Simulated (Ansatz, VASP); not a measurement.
# SnO: VASP beside Ansatz

```
CELL_PARAMETERS angstrom
3.90809 0.00000 0.00000
0.00000 3.90809 0.00000
0.00000 0.00000 4.32157
ATOMIC_POSITIONS crystal
Sn 0.00000 0.50000 0.24253
Sn 0.50000 0.00000 0.75747
O 0.00000 0.00000 0.00000
O 0.50000 0.50000 0.00000
```

Alike in both runs: task single point; functional PBEsol; k mesh 12 × 12 × 10; occupations gaussian, width 0.15 eV; no spin polarisation.

|  | VASP | Ansatz |
| --- | --- | --- |
| version | VASP 6.6.1 | Ansatz 0.2.0 |
| potentials or method | VASP PAW PBE potentials, release 64 (Sn_d, O), cutoff 520 eV | scalar-relativistic, plane waves, PAW |
| valence electrons in the cell | 40 | 40 |

```csv
,VASP,Ansatz,Ansatz less VASP
gap on the k mesh at the Fermi level (eV),0.33,0.33,-0.001
least direct gap on the mesh (eV),1.50,1.52,+0.015
pressure (GPa),2.4,2.1,-0.34
"traceless stress, the component that is largest in VASP (GPa)",4.49,4.56,+0.068
rms of the force components (eV/Å),0.369,0.332,-0.0374
```

VASP's potentials were made for PBE, not for PBEsol. Atom by atom the forces differ by 0.037 eV/Å (rms over components). The functional is the same, so the differences come from potentials, cutoffs and numerics.
